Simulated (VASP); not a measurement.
Na8NF7 (a cell with a defect):

```
N F Na
1.0
     0.00000    4.63000    4.63000
     4.63000    0.00000    4.63000
     4.63000    4.63000    0.00000
N F Na
1 7 8
Cartesian
  2.3109 4.5652 4.5932
  6.9529 4.5621 4.7074
  4.5016 2.4015 4.6323
  4.6310 6.9053 4.5960
  4.7071 4.4697 2.2563
  4.5831 4.5589 6.9342
  2.2902 2.2263 2.2593
  7.0111 6.9244 6.9823
  4.5914 4.4783 0.1541
  4.7006 4.6717 4.5970
  6.9251 2.3634 4.5715
  6.9974 6.9880 4.7518
  2.3194 0.0414 2.3300
  2.2394 4.5407 2.3053
  4.6597 6.9813 2.5176
  4.7620 2.3437 2.4264
```

Base run:

* Program: VASP 6.6.1
* Functional: PBEsol
* Potentials or basis: VASP PAW PBE potentials, release 64 (N, F, Na_pv)
* Cutoff: 520 eV
* k mesh: 2 × 2 × 2, shifted
* Occupations: fermi-dirac, width 0.05 eV
* Spin: no spin polarisation

Its results: band gap on the k mesh zero (bands 55 and 56 overlap by 0.07 eV); pressure 3.1 GPa; largest force 1.028 eV/Å.

The run is repeated on the same cell with these changes: functional from PBEsol to LDA; potentials or basis from VASP PAW PBE potentials, release 64 (N, F, Na_pv) to VASP PAW LDA potentials, release 64 (N, F, Na_pv). What comes out?

Band gap on the k mesh zero (bands 55 and 56 overlap by 0.07 eV); pressure -1.2 GPa; largest force 0.935 eV/Å.

Caveats: the PAW data sets were made with another functional, which shifts forces and pressure a little (at least some runs).
